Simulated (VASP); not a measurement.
A run of VASP 6.6.1 is set up as follows.

POSCAR

```
C
1.0
   -2.4291088834      2.4412544278      2.4412544278
    2.4291088834     -2.4169633390      2.4169633390
    2.4291088834      2.4169633390     -2.4169633390
C
8
Direct
    0.3254551632      0.0000000000      0.0000000000
    0.6745448368      0.6745448368      0.6745448368
    0.0000000000      0.3254551632      0.0000000000
    0.0000000000      0.0000000000      0.3254551632
    0.0000000000      0.6745448368      0.0000000000
    0.3254551632      0.3254551632      0.3254551632
    0.6745448368      0.0000000000      0.0000000000
    0.0000000000      0.0000000000      0.6745448368
```

INCAR.step1

```
PREC     = Accurate       # precision mode
ENCUT    = 520            # plane-wave cutoff, eV
ISMEAR   = 0              # smearing method
SIGMA    = 0.05           # smearing width, eV
LREAL    = False          # projectors in reciprocal space
LASPH    = True           # aspherical terms in the spheres
NELM     = 60             # most SCF steps
NBANDS   = 26             # bands
GGA      = PE             # functional
ALGO     = Normal         # electronic algorithm
EDIFF    = 1E-4           # SCF threshold, eV
LWAVE    = True           # write WAVECAR
LCHARG   = False          # write CHGCAR
```

File INCAR.step2:

```
PREC     = Accurate       # precision mode
ENCUT    = 520            # plane-wave cutoff, eV
EDIFF    = 1E-6           # SCF threshold, eV
ISMEAR   = 0              # smearing method
SIGMA    = 0.05           # smearing width, eV
LREAL    = False          # projectors in reciprocal space
LASPH    = True           # aspherical terms in the spheres
NELM     = 60             # most SCF steps
ALGO     = Normal         # electronic algorithm
ISIF     = 2              # what is computed and relaxed
LWAVE    = False          # write WAVECAR
LCHARG   = True           # write CHGCAR
METAGGA  = R2SCAN         # meta-GGA
LMIXTAU  = True         
LELF     = True           # ELF
LVHAR    = True         
NBANDS   = 26             # bands
ISTART   = 1
```

KPOINTS

```
Automatic mesh
0
Gamma
  8 8 8
```

Potentials or basis: VASP PAW PBE potentials, release 64 (C).

Command:

```console
$ cat potpaw_PBE.64/C/POTCAR > POTCAR
$ cp INCAR.step1 INCAR
$ mpirun -np 1 vasp_std > vasp.out
$ cp INCAR.step2 INCAR
$ mpirun -np 1 vasp_std > vasp.out
```

(1) Predict the largest force.

(2) Estimate the pressure.

(3) Predict the band gap on the k mesh.

Results:

(1) 0.063 eV/Å.

(2) 0.9 GPa.

(3) 3.09 eV (least direct gap 4.06 eV).

Caveat: the cell differs from its parent crystal (strain +0.0100 x Voigt [0, 0, 0, 1, 0, 0]); the PAW data sets were made with another functional, which shifts forces and pressure a little.
